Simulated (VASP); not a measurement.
# C (P6_3/mmc) in VASP: further runs, part 2 of 2

VASP 6.6.1. Earlier steps stand in the parts before.

## 4. Single point, PBE, collinear spin, ferromagnetic start

The input, INCAR:

```
ALGO = Normal
EDIFF = 1E-7
ENCUT = 520
GGA = PE
ISIF = 2
ISMEAR = 0
ISPIN = 2
LASPH = T
LCHARG = F
LORBIT = 11
LREAL = F
LWAVE = F
MAGMOM = 1 1 1 1 1 1 1 1 1 1
NBANDS = 35
NELM = 150
PREC = Accurate
SIGMA = 0.1
```

The input, KPOINTS:

```
k-points
0
Gamma
  6 6 2
```

The input, POSCAR:

```
C
1.0
    2.6478986000      0.0000000000      0.0000000000
   -1.3239493000      2.2931474500      0.0000000000
    0.0000000000      0.0000000000      9.3406367700
C
10
Direct
    0.3333333300      0.6666666700      0.5790258200
    0.6666666700      0.3333333300      0.0790258200
    0.0000000000      0.0000000000      0.7500000000
    0.3333333300      0.6666666700      0.9209741800
    0.0000000000      0.0000000000      0.2500000000
    0.6666666700      0.3333333300      0.4209741800
    0.3333333300      0.6666666700      0.7500000000
    0.0000000000      0.0000000000      0.5000000000
    0.6666666700      0.3333333300      0.2500000000
    0.0000000000      0.0000000000      0.0000000000
```

Potentials or basis: VASP PAW PBE potentials, release 64 (C).

Command:

```console
> cat potpaw_PBE.64/C/POTCAR > POTCAR
> mpirun -np 1 vasp_std > vasp.out
```

OUTCAR:

```text
EDIFF = 1E-7
   ENCUT = 520
   GGA = PE
   ISIF = 2
   ISMEAR = 0
   ISPIN = 2
   LASPH = T
   LORBIT = 11
   LREAL = F
   NELM = 150
   PREC = Accurate

 ion  position               nearest neighbor table
   1  0.333  0.667  0.579-   7 1.60   8 1.70   8 1.70   8 1.70
   2  0.667  0.333  0.079-   9 1.60  10 1.70  10 1.70  10 1.70
   3  0.000  0.000  0.750-   7 1.53   7 1.53   7 1.53
   4  0.333  0.667  0.921-   7 1.60  10 1.70  10 1.70  10 1.70
   5  0.000  0.000  0.250-   9 1.53   9 1.53   9 1.53
   6  0.667  0.333  0.421-   9 1.60   8 1.70   8 1.70   8 1.70
   7  0.333  0.667  0.750-   3 1.53   3 1.53   3 1.53   4 1.60   1 1.60
   8  0.000  0.000  0.500-   1 1.70   6 1.70   1 1.70   6 1.70   6 1.70   1 1.70
   9  0.667  0.333  0.250-   5 1.53   5 1.53   5 1.53   6 1.60   2 1.60
  10  0.000  0.000  0.000-   2 1.70   4 1.70   4 1.70   2 1.70   2 1.70   4 1.70

  LATTYP: Found a hexagonal cell.
 ALAT       =     2.6478986000
 C/A-ratio  =     3.5275658856

  Lattice vectors:

 A1 = (   2.6478986000,   0.0000000000,   0.0000000000)
 A2 = (  -1.3239493000,   2.2931474500,   0.0000000000)
 A3 = (   0.0000000000,   0.0000000000,   9.3406367700)

Analysis of symmetry for initial positions (statically):
=====================================================================
 Subroutine PRICEL returns:
 Original cell was already a primitive cell.

 Routine SETGRP: Setting up the symmetry group for a
 hexagonal supercell.

 Subroutine GETGRP returns: Found 24 space group operations
 (whereof 12 operations were pure point group operations)
 out of a pool of 24 trial point group operations.

The static configuration has the point symmetry D_3d.
 The point group associated with its full space group is D_6h.

Analysis of symmetry for dynamics (positions and initial velocities):
=====================================================================
 Subroutine PRICEL returns:
 Original cell was already a primitive cell.

 Routine SETGRP: Setting up the symmetry group for a
 hexagonal supercell.

 Subroutine GETGRP returns: Found 24 space group operations
 (whereof 12 operations were pure point group operations)
 out of a pool of 24 trial point group operations.

The dynamic configuration has the point symmetry D_3d.
 The point group associated with its full space group is D_6h.

Analysis of structural, dynamic, and magnetic symmetry:
=====================================================================
 Subroutine PRICEL returns:
 Original cell was already a primitive cell.

 Routine SETGRP: Setting up the symmetry group for a
 hexagonal supercell.

 Subroutine GETGRP returns: Found 24 space group operations
 (whereof 12 operations were pure point group operations)
 out of a pool of 24 trial point group operations.

The overall configuration has the point symmetry D_3d.
 The point group associated with its full space group is D_6h.

 Subroutine INISYM returns: Found 24 space group operations
 (whereof 12 operations are pure point group operations),
 and found     1 'primitive' translations

----------------------------------------------------------------------------------------

                                     Primitive cell

  volume of cell :      56.7166

[... 112 lines left out ...]
     AMIX     =   0.40;   BMIX     =  1.00
     AMIX_MAG =   1.60;   BMIX_MAG =  1.00
  volume/ion in A,a.u.               =       5.67        38.27
  Fermi-wavevector in a.u.,A,eV,Ry     =   1.457219  2.753745 28.891806  2.123488
  Thomas-Fermi vector in A             =   2.574046
   LORBIT       =     11    0 simple, 1 ext, 2 COOP (PROOUT), +10 PAW based schemes
   GGA     = PE    functional components
   LHFCALC =     F    Hartree Fock is set to
   AEXX    =    0.0000 exact exchange contribution
   IVDW    =     0    specifies the selected vdW correction
   LEPSILON=     F    determine dielectric tensor
   LRPA    =     F    only Hartree local field effects (RPA)
 spin polarized calculation
 Gauss-broadening in eV      SIGMA  =   0.10
  energy-cutoff  :      520.00
  volume of cell :       56.72
 maximum number of plane-waves:      1560
 NGX is ok and might be reduce to    20
   NGX =  9   NGY =  9   NGZ = 35

 number of electron      40.0000002 magnetization       0.0003123

 number of electron      40.0000002 magnetization      -0.0000249

 Free energy of the ion-electron system (eV)
  ---------------------------------------------------
  ext. energy  EPLUGINS =         0.00000000
  ---------------------------------------------------
  free energy    TOTEN  =       -65.05700251 eV

  energy without entropy =      -65.03973177  energy(sigma->0) =      -65.04836714

 E-fermi :  11.7460     XC(G=0): -13.4417

 val. band max:       11.7197915711   @ k =   0.3333   0.1667   0.0000
 cond. band min:      11.7646951020   @ k =   0.1667   0.0000   0.0000
 fundamental gap:      0.0449035309
 Fermi energy:        11.7460167050

 spin component 1

 k-point     1 :       0.0000    0.0000    0.0000
  band No.  band energies     occupation
      1     -11.8637      1.00000
      2     -10.6301      1.00000
      3     -10.4508      1.00000
      4      -7.6892      1.00000
      5      -4.8394      1.00000
      6      -0.4953      1.00000
[... 479 lines left out ...]
     31      20.6049      0.00000
     32      20.6049      0.00000
 Fermi energy:        11.7460167050

 spin component 2

 k-point     1 :       0.0000    0.0000    0.0000
  band No.  band energies     occupation
      1     -11.8637      1.00000
      2     -10.6301      1.00000
      3     -10.4508      1.00000
      4      -7.6892      1.00000
      5      -4.8394      1.00000
      6      -0.4953      1.00000
[... 479 lines left out ...]
     31      20.6049      0.00000
     32      20.6049      0.00000
 [bands above 32 left out]

------------------------ aborting loop because EDIFF is reached ----------------------------------------

  FORCE on cell =-STRESS in cart. coord.  units (eV):
  Direction    XX          YY          ZZ          XY          YZ          ZX
  --------------------------------------------------------------------------------------
  -------------------------------------------------------------------------------------
  Total       -1.2698109     -1.2698109     51.4790680      0.0000000      0.0000000     -0.0000000
  in kB      -35.8706974    -35.8706973   1454.2244547      0.0000000      0.0000000     -0.0000000
  external PRESSURE =     460.8276866 kB  Pullay stress =       0.0000000 kB

 VOLUME and BASIS-vectors are now :
 -----------------------------------------------------------------------------
  energy-cutoff  :      520.00
  volume of cell :       56.72
      direct lattice vectors                 reciprocal lattice vectors
     2.647898600  0.000000000  0.000000000     0.377657966  0.218040929  0.000000000
    -1.323949300  2.293147450  0.000000000     0.000000000  0.436081858  0.000000000
     0.000000000  0.000000000  9.340636770     0.000000000  0.000000000  0.107059082

 POSITION                                       TOTAL-FORCE (eV/Angst)
 -----------------------------------------------------------------------------------
     -0.00000      1.52876      5.40847        -0.000000     -0.000000     -0.494768
      1.32395      0.76438      0.73815         0.000000      0.000000     -0.494768
      0.00000      0.00000      7.00548         0.000000     -0.000000      0.000000
     -0.00000      1.52876      8.60249        -0.000000     -0.000000      0.494768
      0.00000      0.00000      2.33516        -0.000000      0.000000      0.000000
      1.32395      0.76438      3.93217         0.000000      0.000000      0.494768
     -0.00000      1.52876      7.00548         0.000000      0.000000     -0.000000
      0.00000      0.00000      4.67032        -0.000000      0.000000      0.000000
      1.32395      0.76438      2.33516        -0.000000      0.000000     -0.000000
      0.00000      0.00000      0.00000        -0.000000      0.000000      0.000000
 -----------------------------------------------------------------------------------
    total drift:                               -0.000000     -0.000000      0.000000

  FREE ENERGIE OF THE ION-ELECTRON SYSTEM (eV)
  ---------------------------------------------------
  free  energy   TOTEN  =       -65.0570025133 eV

  energy  without entropy=      -65.0397317732  energy(sigma->0) =      -65.04836714

 total charge

# of ion       s       p       d       tot
------------------------------------------
    1        1.004   1.402   0.000   2.406
    2        1.004   1.402   0.000   2.406
    3        0.860   1.639   0.000   2.499
    4        1.004   1.402   0.000   2.406
    5        0.860   1.639   0.000   2.499
    6        1.004   1.402   0.000   2.406
    7        0.809   1.725   0.000   2.534
    8        0.805   1.549   0.000   2.354
    9        0.809   1.725   0.000   2.534
   10        0.805   1.549   0.000   2.354
--------------------------------------------------
tot          8.965  15.432   0.000  24.397

 magnetization (x)

# of ion       s       p       d       tot
------------------------------------------
    1       -0.000  -0.000   0.000  -0.000
    2       -0.000  -0.000   0.000  -0.000
    3       -0.000  -0.000   0.000  -0.000
    4       -0.000  -0.000   0.000  -0.000
    5       -0.000  -0.000   0.000  -0.000
    6       -0.000  -0.000   0.000  -0.000
    7        0.000  -0.000   0.000  -0.000
    8       -0.000  -0.000   0.000  -0.000
    9        0.000  -0.000   0.000  -0.000
   10       -0.000  -0.000   0.000  -0.000
--------------------------------------------------
tot         -0.000  -0.000   0.000  -0.000
```

It took 47 s on 1 thread of AMD EPYC 9R45 (Zen 5), shared host; peak memory 0.16 GiB.

What came out:

- Free energy: -65.0570 eV
- Pressure: 46.1 GPa
- Largest force: 0.495 eV/Å
- Band gap on the k mesh: zero (filled and empty bands overlap)
- Net moment: 0.00 μB per cell
- Valence electrons inside the program's atomic spheres: C 2.41, 2.50, 2.53, 2.35

Forces on the atoms (eV/Å):
```
C    0.000  0.000 -0.495
C    0.000  0.000 -0.495
C    0.000  0.000  0.000
C    0.000  0.000  0.495
C    0.000  0.000  0.000
C    0.000  0.000  0.495
C    0.000  0.000  0.000
C    0.000  0.000  0.000
C    0.000  0.000  0.000
C    0.000  0.000  0.000
```

Levels at points of the mesh, in eV from the Fermi level:
Spin up:
| k point | band 16 | band 17 | band 18 | band 19 | band 20 | band 21 | band 22 | band 23 | band 24 | band 25 |
| --- | --- | --- | --- | --- | --- | --- | --- | --- | --- | --- |
| (0.00, 0.00, 0.00) | -3.18 | -2.05 | -1.28 | -1.28 | -0.61 | -0.61 | 0.33 | 2.34 | 2.43 | 3.49 |
| (0.50, 0.00, 0.00) | -6.48 | -5.01 | -4.21 | -1.12 | -0.38 | 0.27 | 0.63 | 0.76 | 0.89 | 1.80 |
| (0.00, 0.00, 0.50) | -3.61 | -0.89 | -0.89 | -0.89 | -0.89 | -0.38 | -0.38 | 2.39 | 2.39 | 3.86 |
| (0.50, 0.00, 0.50) | -7.18 | -3.54 | -3.54 | -1.19 | -1.19 | 0.66 | 0.66 | 1.01 | 1.01 | 1.44 |
Spin down:
```csv
k point,band 16,band 17,band 18,band 19,band 20,band 21,band 22,band 23,band 24,band 25
"(0.00, 0.00, 0.00)",-3.18,-2.05,-1.28,-1.28,-0.61,-0.61,0.33,2.34,2.43,3.49
"(0.50, 0.00, 0.00)",-6.48,-5.01,-4.21,-1.12,-0.38,0.27,0.63,0.76,0.89,1.80
"(0.00, 0.00, 0.50)",-3.61,-0.89,-0.89,-0.89,-0.89,-0.38,-0.38,2.39,2.39,3.86
"(0.50, 0.00, 0.50)",-7.18,-3.54,-3.54,-1.19,-1.19,0.66,0.66,1.01,1.01,1.44
```

Caveat: the k points lie up to 0.46 Å⁻¹ apart.

## 5. The runs side by side

```csv
task,spin,cell,k mesh,cutoff (eV),gap on the mesh (eV),pressure (GPa),moment (μB),largest force (eV/Å)
relaxation of cell and atoms,off,"relaxed from a = 2.648, b = 2.648, c = 9.341 Å, angles 90.0, 90.0, 120.0°, 10 atoms",6 × 6 × 2,600,none,0.1,-,-
single point,"collinear, ferromagnetic start","a = 2.517, b = 2.517, c = 18.066 Å, angles 90.0, 90.0, 120.0°, 10 atoms",6 × 6 × 1,520,none,0.4,0.08,0.04
single point,"collinear, ferromagnetic start","a = 2.648, b = 2.648, c = 9.341 Å, angles 90.0, 90.0, 120.0°, 10 atoms",6 × 6 × 2,520,none,46.1,0.00,0.49
```

Alike in all rows: level PBE; potentials or basis VASP PAW PBE potentials, release 64 (C); smearing gaussian 0.1 eV.

Caveats: all runs use coarse meshes; this functional lacks dispersion, which binds the layers, so the pressure and a relaxed spacing across them are unreliable (some runs).

Total energies depend on the potentials used, so only differences within one code and one set of settings carry meaning.
